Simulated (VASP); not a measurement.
A run of VASP 6.6.1:

INCAR

```
SYSTEM = Mn
PREC     = Accurate       ! precision mode
ENCUT    = 520            ! plane-wave cutoff, eV
EDIFF    = 1E-6           ! SCF threshold, eV
ISMEAR   = -1             ! smearing method
SIGMA    = 0.1            ! smearing width, eV
LREAL    = .False.        ! projectors in reciprocal space
LASPH    = .True.         ! aspherical terms in the spheres
NELM     = 150            ! most SCF steps
ALGO     = Normal         ! electronic algorithm
ISIF     = 2              ! what is computed and relaxed
LWAVE    = .False.        ! write WAVECAR
LCHARG   = .True.         ! write CHGCAR
ISPIN    = 2              ! spin polarisation
MAGMOM   = 3              ! initial moments
LORBIT   = 11             ! projections on sites
LMAXMIX  = 4              ! l up to which the mixer works
GGA      = PE             ! functional
LELF     = .True.         ! ELF
LVHAR    = .True.       
NBANDS   = 16             ! bands
```

KPOINTS

```
Automatic mesh
0
Gamma
  16 16 16
  0 0 0
```

POSCAR

```
Mn
1.0
    2.2872117664      0.0000000000      0.0000000000
    0.0000000000      2.2872117664      0.0000000000
    0.0000000000      0.0000000000      2.2872117664
Mn
1
Direct
    0.0000000000      0.0000000000      0.0000000000
```

Potentials or basis: VASP PAW PBE potentials, release 64 (Mn_pv).

The run is started by

```console
$ cat potpaw_PBE.64/Mn_pv/POTCAR > POTCAR
$ mpirun -np 1 vasp_std > vasp.out
```

Hardware: 1 thread of Intel(R) Xeon(R) Platinum 8488C (Sapphire Rapids), with other jobs on the host.

**Question.** How long does it take, and how much memory?

**Answer.** It took 46 s on 1 thread of Intel(R) Xeon(R) Platinum 8488C (Sapphire Rapids) (shared host), peak memory 0.16 GiB. Counts: scf iterations 16, k points 165.
